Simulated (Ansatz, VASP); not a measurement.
Na2BrCl in VASP and in Ansatz

```
Na Br Cl
1.0
     2.03602    1.17550    6.65812
    -2.03602    1.17550    6.65812
     0.00000   -2.35100    6.65812
Na Br Cl
2 1 1
Direct
  0.25419 0.25419 0.25419
  0.74581 0.74581 0.74581
  0.50000 0.50000 0.50000
  0.00000 0.00000 0.00000
```

Alike in both runs: task relaxation of cell and atoms; functional LDA; k mesh 9 × 9 × 9; occupations gaussian, width 0.02 eV; no spin polarisation.

|  | VASP | Ansatz |
| --- | --- | --- |
| version | VASP 6.6.1 | Ansatz 0.2.0 |
| potentials or method | VASP PAW LDA potentials, release 64 (Na_pv, Br, Cl), cutoff 600 eV | scalar-relativistic, plane waves, PAW |
| valence electrons in the cell | 28 | 32 |

```tsv
	VASP	Ansatz	Ansatz less VASP
gap on the k mesh at the Fermi level, each at its own relaxed structure (eV)	4.16	4.16	-0.002
relaxed volume (Å³/atom)	22.32	22.26	-0.054
relaxed cell length with the largest relative difference (Å)	6.899	6.892	-0.0068
```

LDA's correlation is that of Perdew and Zunger in VASP and of Perdew and Wang (1992) in Ansatz. VASP's potentials hold 28 valence electrons a cell and Ansatz's 32, so a difference there can come from the potentials and not from the codes.
